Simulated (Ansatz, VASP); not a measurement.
## Ag: VASP beside Ansatz

File POSCAR:

```
Ag
1.0
    0.0000000000      2.0290398554      2.0290398554
    2.0290398554      0.0000000000      2.0290398554
    2.0290398554      2.0290398554      0.0000000000
Ag
1
Direct
    0.0000000000      0.0000000000      0.0000000000
```

The input INCAR.step1:

```
SYSTEM = Ag
PREC = Accurate
ENCUT = 520
EDIFF = 1E-5
ISMEAR = -1
SIGMA = 0.05
LREAL = .FALSE.
LASPH = .TRUE.
NELM = 100
ALGO = Normal
ISIF = 2
LWAVE = .TRUE.
LCHARG = .FALSE.
NBANDS = 12
GGA = PE
```

Contents of INCAR.step2:

```
SYSTEM = Ag
PREC = Accurate
ENCUT = 520
EDIFF = 1E-6
ISMEAR = -1
SIGMA = 0.05
LREAL = .FALSE.
LASPH = .TRUE.
NELM = 100
ALGO = Normal
ISIF = 2
LWAVE = .FALSE.
LCHARG = .FALSE.
GGA = B5
LHFCALC = .TRUE.
AEXX = 0.2
AGGAX = 0.72
AGGAC = 0.81
ALDAC = 0.19
PRECFOCK = Normal
NBANDS = 12
ISTART = 1
```

Contents of KPOINTS:

```
Automatic mesh
0
G
  6 6 6
  0 0 0
```

input.yaml

```yaml
crystal:
  lattice:
    - [0.0, 2.0290398554, 2.0290398554]
    - [2.0290398554, 0.0, 2.0290398554]
    - [2.0290398554, 2.0290398554, 0.0]
  atoms:
    - { symbol: Ag, position: [0.0, 0.0, 0.0] }
hamiltonian:
  xc: b3lyp5
  pseudopotentials: { kind: paw }
kpoints:
  mp_grid: { grid: [6, 6, 6] }
scf:
  occupations: { method: fermi_dirac, width: 0.05 }
output:
  forces: true
  stress: true
  eigenvalues: true
```

Alike in both runs: task single point; functional B3LYP5; k mesh 6 × 6 × 6; occupations fermi-dirac, width 0.05 eV; no spin polarisation.

|  | VASP | Ansatz |
| --- | --- | --- |
| version | VASP 6.6.1 | Ansatz 0.2.0 |
| potentials or method | VASP PAW PBE potentials, release 64 (Ag) | Ansatz PAW |
| plane-wave cutoff (eV) | 520 | 420 |
| valence electrons in the cell | 11 | 19 |

VASP gave:

| Item | Value |
| --- | --- |
| gap on the k mesh at the Fermi level (eV) | none |
| pressure (GPa) | 13.8 |

Question: Which values does Ansatz return?

Answer: gap on the k mesh at the Fermi level (eV): none; pressure (GPa): 13.7.

VASP's potentials were made for PBE, not for B3LYP5. A gap of «none» marks a metal or a gap that the smearing closes. VASP's potentials hold 11 valence electrons a cell and Ansatz's 19, so a difference there can come from the potentials and not from the codes.

The k mesh is coarse, so the values compare programs but aren't converged.
